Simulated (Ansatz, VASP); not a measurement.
**Si: VASP beside Ansatz**

```
Si
1.0
     0.00000    2.69265    2.69265
     2.69265    0.00000    2.69265
     2.69265    2.69265    0.00000
Si
2
Direct
  0.50000 0.50000 0.50000
  0.75000 0.75000 0.75000
```

Change from the starting cell: volume scaled by 0.975, PAW files.

Alike in both runs: task electric field gradients; functional PBE; k mesh 12 × 12 × 12; occupations fermi-dirac, width 0.08 eV; no spin polarisation.

```csv
,VASP,Ansatz
version,VASP 6.6.1,Ansatz 0.2.0
potentials or method,"VASP PAW PBE potentials, release 64 (Si)","PAW with Ansatz's default frozen-core files, scalar-relativistic"
plane-wave cutoff (eV),520,420
valence electrons in the cell,8,8
```

```tsv
	VASP	Ansatz	Ansatz less VASP
pressure (GPa)	4.5	4.6	+0.09
```
